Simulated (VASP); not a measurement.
# SiC (Moissanite 3C): single point with PBE

SiC (Moissanite 3C):

```
Si C
1.0
     0.00000    2.14955    2.14955
     2.14955    0.00000    2.14955
     2.14955    2.14955    0.00000
Si C
1 1
Direct
  0.00000 0.00000 0.00000
  0.25000 0.25000 0.25000
```

This cell differs from its parent crystal: volume scaled by 0.96, then relaxed in part.

```json
{
  "Program": "VASP 6.6.1",
  "Task": "single point",
  "Functional": "PBE",
  "Potentials or basis": "VASP PAW PBE potentials, release 64 (Si, C)",
  "Cutoff": "520 eV",
  "k mesh": "17 × 17 × 17",
  "Occupations": "fermi-dirac, width 0.02 eV",
  "Spin": "no spin polarisation",
  "Dipole correction": "no",
  "Further INCAR settings": "ALGO = Normal; EDIFF = 1e-06; NBANDS = 11"
}
```

The pressure is 13.1 GPa. The band gap on the k mesh is 1.36 eV, indirect (least direct gap 4.61 eV).

Levels at points of the mesh, in eV from the valence-band top:
```
           k point  band 2  band 3  band 4  band 5  band 6  band 7
(0.00, 0.00, 0.00)    0.00    0.00    0.00    6.71    7.60    7.60
```

Run time: 31 s on 1 thread of Intel(R) Xeon(R) Platinum 8259CL CPU @ 2.50GHz (Skylake/Cascade Lake), on a shared host, peak memory 0.15 GiB.

 A k mesh can miss the band edges.
